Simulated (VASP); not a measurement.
# Nb (Pm-3m) in VASP: notebook

Runs on Nb. Level: PBE. Tasks: relaxation of cell and atoms.

All numbers are computed with VASP 6.6.1; they aren't measurements. Logs are shortened: lines on timing, memory, paths and dates and some standing lists are left out, and cuts for length are marked.

## 1. The cell of the first run

Symmetry: Pm-3m, No. 221, cubic system. Conventional cell: a = 2.730 Å, b = 2.730 Å, c = 2.730 Å, α = 90.00°, β = 90.00°, γ = 90.00°. Within 3.6 Å of Nb (site symmetry m-3m) lie 6 Nb at 2.73 Å.

## 2. Relaxation of cell and atoms, PBE, target pressure 20 GPa, at which the enthalpy is minimised

Input file INCAR:

```
SYSTEM = Nb
ALGO = Normal
EDIFF = 1E-6
EDIFFG = -0.03
ENCUT = 600
GGA = PE
IBRION = 2
ISIF = 3
ISMEAR = 1
LASPH = .True.
LCHARG = .False.
LREAL = .False.
LWAVE = .False.
NELM = 80
NSW = 60
PREC = Accurate
PSTRESS = 200.0
SIGMA = 0.1
```

Input file KPOINTS:

```
k-points
0
Gamma
  7 7 7
  0 0 0
```

Input file POSCAR:

```
Nb
1.0
    2.7300000000      0.0000000000      0.0000000000
    0.0000000000      2.7300000000      0.0000000000
    0.0000000000      0.0000000000      2.7300000000
Nb
1
Direct
    0.0000000000      0.0000000000      0.0000000000
```

Potentials or basis: VASP PAW PBE potentials, release 64 (Nb_sv).

The run is started by

```bash
> cat potpaw_PBE.64/Nb_sv/POTCAR > POTCAR
> mpirun -np 1 vasp_std > vasp.out
```

OUTCAR:

```text
SYSTEM = Nb
   EDIFF = 1E-6
   EDIFFG = -0.03
   ENCUT = 600
   GGA = PE
   IBRION = 2
   ISIF = 3
   ISMEAR = 1
   LASPH = .True.
   LREAL = .False.
   NELM = 80
   NSW = 60
   PREC = Accurate
   PSTRESS = 200.0

 ion  position               nearest neighbor table
   1  0.000  0.000  0.000-

  LATTYP: Found a simple cubic cell.
 ALAT       =     2.7300000000

  Lattice vectors:

 A1 = (   2.7300000000,   0.0000000000,   0.0000000000)
 A2 = (   0.0000000000,   2.7300000000,   0.0000000000)
 A3 = (   0.0000000000,   0.0000000000,   2.7300000000)

Analysis of symmetry for initial positions (statically):
=====================================================================
 Subroutine PRICEL returns:
 Original cell was already a primitive cell.

 Routine SETGRP: Setting up the symmetry group for a
 simple cubic supercell.

 Subroutine GETGRP returns: Found 48 space group operations
 (whereof 48 operations were pure point group operations)
 out of a pool of 48 trial point group operations.

The static configuration has the point symmetry O_h .

Analysis of symmetry for dynamics (positions and initial velocities):
=====================================================================
 Subroutine PRICEL returns:
 Original cell was already a primitive cell.

 Routine SETGRP: Setting up the symmetry group for a
 simple cubic supercell.

 Subroutine GETGRP returns: Found 48 space group operations
 (whereof 48 operations were pure point group operations)
 out of a pool of 48 trial point group operations.

The dynamic configuration has the point symmetry O_h .

 Subroutine INISYM returns: Found 48 space group operations
 (whereof 48 operations are pure point group operations),
 and found     1 'primitive' translations

----------------------------------------------------------------------------------------

                                     Primitive cell

  volume of cell :      20.3464

  direct lattice vectors                    reciprocal lattice vectors
     2.730000000  0.000000000  0.000000000     0.366300366  0.000000000  0.000000000
     0.000000000  2.730000000  0.000000000     0.000000000  0.366300366  0.000000000
     0.000000000  0.000000000  2.730000000     0.000000000  0.000000000  0.366300366

  length of vectors
     2.730000000  2.730000000  2.730000000     0.366300366  0.366300366  0.366300366

  position of ions in fractional coordinates (direct lattice)
     0.000000000  0.000000000  0.000000000

  ion indices of the primitive-cell ions
   primitive index   ion index
                 1           1
[... 53 lines left out ...]
   dimension x,y,z NGXF=    48 NGYF=   48 NGZF=   48
   ions per type =               1
   NGX,Y,Z   is equivalent  to a cutoff of  14.62, 14.62, 14.62 a.u.
   NGXF,Y,Z  is equivalent  to a cutoff of  29.23, 29.23, 29.23 a.u.
 SYSTEM =  Nb
   PREC   = accura    normal or accurate (medium, high low for compatibility)
   ISTART =      0    job   : 0-new  1-cont  2-samecut
   ICHARG =      2    charge: 1-file 2-atom 10-const
   ISPIN  =      1    spin polarized calculation?
   LNONCOLLINEAR =      F non collinear calculations
   LSORBIT =      F    spin-orbit coupling
   LASPH  =      T    aspherical Exc in radial PAW
   ENCUT  =  600.0 eV  44.10 Ry    6.64 a.u.   5.45  5.45  5.45*2*pi/ulx,y,z
   NELM   =     80;   NELMIN=  2; NELMDL= -5     # of ELM steps
   EDIFF  = 0.1E-05   stopping-criterion for ELM
   LREAL  =      F    real-space projection
   EDIFFG = -.3E-01   stopping-criterion for IOM
   NSW    =     60    number of steps for IOM
   IBRION =      2    ionic relax: 0-MD 1-quasi-New 2-CG
   NFREE  =      1    steps in history (QN), initial steepest desc. (CG)
   ISIF   =      3    stress and relaxation
   ISYM   =      2    0-nonsym 1-usesym 2-fastsym
   POTIM  = 0.5000    time-step for ionic-motion
   TEBEG  =    0.0;   TEEND  =   0.0 temperature during run
   PSTRESS=  200.0 pullay stress
   NELECT =      13.0000    total number of electrons
   NUPDOWN=      -1.0000    fix difference up-down
   EMIN   =  10.00;   EMAX   =-10.00  energy-range for DOS
   EFERMI =   0.00;   METHOD = LEGACY
   ISMEAR =     1;   SIGMA  =   0.10  broadening in eV -4-tet -1-fermi 0-gaus
   EFERMI_NEDOS =   21; number of points for ismear=-14 and -15
   IALGO  =     38    algorithm
   IMIX   =      4    mixing-type and parameters
     AMIX     =   0.40;   BMIX     =  1.00
     AMIX_MAG =   1.60;   BMIX_MAG =  1.00
  volume/ion in A,a.u.               =      20.35       137.30
  Fermi-wavevector in a.u.,A,eV,Ry     =   1.410024  2.664560 27.050680  1.988169
  Thomas-Fermi vector in A             =   2.532020
   LORBIT       =      0    0 simple, 1 ext, 2 COOP (PROOUT), +10 PAW based schemes
   GGA     = PE    functional components
   LHFCALC =     F    Hartree Fock is set to
   AEXX    =    0.0000 exact exchange contribution
   IVDW    =     0    specifies the selected vdW correction
   LEPSILON=     F    determine dielectric tensor
   LRPA    =     F    only Hartree local field effects (RPA)
 conjugate gradient relaxation of ions
 non-spin polarized calculation
 Methfessel and Paxton  Order N= 1 SIGMA  =   0.10
  energy-cutoff  :      600.00
  volume of cell :       20.35
 maximum number of plane-waves:       691
 NGX is ok and might be reduce to    24
   NGX = 11   NGY = 11   NGZ = 11

--------------------------------------- Ionic step        1  -------------------------------------------

 number of electron      12.9999998 magnetization

 Free energy of the ion-electron system (eV)
  ---------------------------------------------------
  ext. energy  EPLUGINS =         0.00000000
  ---------------------------------------------------
  free energy    TOTEN  =        -9.31269509 eV

  energy without entropy =       -9.31058960  energy(sigma->0) =       -9.31199326

 E-fermi :   9.4703     XC(G=0): -11.7612

 val. band max:        9.4596985891   @ k =   0.4286   0.4286   0.1429
 cond. band min:       9.4992323795   @ k =   0.2857   0.2857   0.2857
 fundamental gap:      0.0395337904
 Fermi energy:         9.4702815101

 k-point     1 :       0.0000    0.0000    0.0000
  band No.  band energies     occupation
      1     -45.0239      2.00000
      2     -20.3357      2.00000
      3     -20.3357      2.00000
      4     -20.3357      2.00000
      5       4.0750      2.00000
      6       6.9274      2.00000
      7       6.9274      2.00000
      8      14.6738      0.00000
      9      14.6738      0.00000
     10      14.6738      0.00000
[... 392 lines left out ...]
--------------------------------------- Ionic step        5  -------------------------------------------

 number of electron      12.9999999 magnetization

 Free energy of the ion-electron system (eV)
  ---------------------------------------------------
  ext. energy  EPLUGINS =         0.00000000
  ---------------------------------------------------
  free energy    TOTEN  =        -9.18837041 eV

  energy without entropy =       -9.18919910  energy(sigma->0) =       -9.18864664

 E-fermi :  11.2698     XC(G=0): -12.4394

 val. band max:       11.1131890711   @ k =   0.2857   0.2857   0.2857
 cond. band min:      11.3330649759   @ k =   0.4286   0.4286   0.1429
 fundamental gap:      0.2198759048
 Fermi energy:        11.2698042532

 k-point     1 :       0.0000    0.0000    0.0000
  band No.  band energies     occupation
      1     -43.2143      2.00000
      2     -18.1963      2.00000
      3     -18.1963      2.00000
      4     -18.1963      2.00000
      5       5.6012      2.00000
      6       8.1714      2.00000
      7       8.1714      2.00000
      8      17.3171      0.00000
      9      17.3171      0.00000
     10      17.3171      0.00000
[... 277 lines left out ...]
  energy  without entropy=       -9.1891990958  energy(sigma->0) =       -9.18864664

  enthalpy is  TOTEN    =        -6.9648543636 eV   P V=        2.2235160511

 reached required accuracy - stopping structural energy minimisation
```

CONTCAR:

```text
Nb
   1.00000000000000
     2.6116017555430266    0.0000000000000000   -0.0000000000000000
     0.0000000000000000    2.6116017555430266   -0.0000000000000000
    -0.0000000000000000    0.0000000000000000    2.6116017555430266
  Nb
     1
Direct
     0.0000000000000000    0.0000000000000000    0.0000000000000000

  0.00000000E+00  0.00000000E+00  0.00000000E+00
```

Wall time 20 s (1 thread of Intel Xeon Platinum 8488C (Sapphire Rapids), shared host); peak memory 0.14 GiB.

Results:

```yaml
Free_energy: -9.1884 eV
Relaxed_volume: 17.81 Å³/atom
Relaxed_cell: a = 2.612 Å, b = 2.612 Å, c = 2.612 Å, α = 90.00°, β = 90.00°, γ = 90.00°
Space_group_after_relaxing_to_0.05_Å: Pm-3m (No. 221)
Energy_change_on_relaxing_the_enthalpy_is_what_falls: +124.3 meV/atom
Ionic_steps: 5
Pressure_after_relaxing: 20.0 GPa
```

Step by step:
```
step  energy change (eV)  largest force (eV/Å)  pressure (GPa)  volume (Å³)
   1              0.0000                0.0000           -1.58        20.35
   2              1.9160                0.0000          129.43        13.30
   3              0.0922                0.0000           16.69        18.09
   4              0.1155                0.0000           19.13        17.88
   5              0.1243                0.0000           20.02        17.81
```

Final structure:
```cif
data_structure
_symmetry_space_group_name_H-M 'P 1'
_symmetry_Int_Tables_number 1
_cell_length_a 2.6116
_cell_length_b 2.6116
_cell_length_c 2.6116
_cell_angle_alpha 90.000
_cell_angle_beta 90.000
_cell_angle_gamma 90.000
_cell_volume 17.81
loop_
_atom_site_label
_atom_site_type_symbol
_atom_site_fract_x
_atom_site_fract_y
_atom_site_fract_z
_atom_site_occupancy
Nb1 Nb 0.00000 0.00000 0.00000 1
```

Caveat: the cell is relaxed towards a set pressure, so the enthalpy falls and the energy may rise.

[end of part 1 of 2]
